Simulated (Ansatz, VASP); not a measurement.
## One calculation of La, two programs

INCAR

```
  PREC = Accurate
  ENCUT = 520
  EDIFF = 1E-7
  ISMEAR = -1
  SIGMA = 0.1
  LREAL = False
  LASPH = True
  NELM = 100
  ALGO = Normal
  ISIF = 2
  LWAVE = False
  LCHARG = False
  GGA = B5
  ALDAX = 1.0
  AGGAX = 1.0
  AGGAC = 1.0
  ALDAC = 0.0
  NBANDS = 24
```

Contents of KPOINTS:

```
Automatic mesh
0
Gamma
  7 7 10
```

Contents of POSCAR:

```
La
1.0
    5.8345338257      0.0000000000      0.0000000000
   -2.9172669128      5.0528545123      0.0000000000
    0.0000000000      0.0000000000      3.5854725741
La
3
Direct
    0.0000000000      1.0000000000      0.0000000000
    0.3333333333      0.6666666667      0.5000000000
    0.6666666667      0.3333333333      0.5000000000
```

Input for Ansatz:

```yaml
crystal:
  lattice:
    - [5.8345338257, 0.0, 0.0]
    - [-2.9172669128, 5.0528545123, 0.0]
    - [0.0, 0.0, 3.5854725741]
  atoms:
    - { symbol: La, position: [0.0, 1.0, 0.0] }
    - { symbol: La, position: [0.3333333333, 0.6666666667, 0.5] }
    - { symbol: La, position: [0.6666666667, 0.3333333333, 0.5] }
hamiltonian:
  xc: blyp
  pseudopotentials:
    kind: paw
    azcp:
      La: "pseudopotentials/La.paw.azcp"
basis:
  ecutwfc: 420
  fft_grid_basis: typed
kpoints:
  mp_grid: { grid: [7, 7, 10], shift: [0, 0, 0] }
magnetization:
  spin_polarized: false
scf:
  occupations: { method: fermi_dirac, width: 0.1 }
  lower_state_search: "off"
output:
  stress: true
  write_density: true
  write_potential: true
  elf: true
  volumetric_format: npy
```

Alike in both runs: task single point; functional BLYP; k mesh 7 × 7 × 10; occupations fermi-dirac, width 0.1 eV; no spin polarisation.

```csv
,VASP,Ansatz
version,VASP 6.6.1,Ansatz 0.2.0
potentials or method,"VASP PAW PBE potentials, release 64 (La), cutoff 520 eV","plane waves (420 eV) with PAW, scalar-relativistic"
valence electrons in the cell,33,33
```

Ansatz gave:

```
pressure (GPa)                                                : 4.0
traceless stress, the component that is largest in VASP (GPa) : -0.26
```

Question: Estimate VASP's values.

Answer: Pressure (GPa): 4.0; traceless stress, the component that is largest in VASP (GPa): -0.25.

VASP's potentials were made for PBE, not for BLYP.

Neither program's run includes spin-orbit coupling.
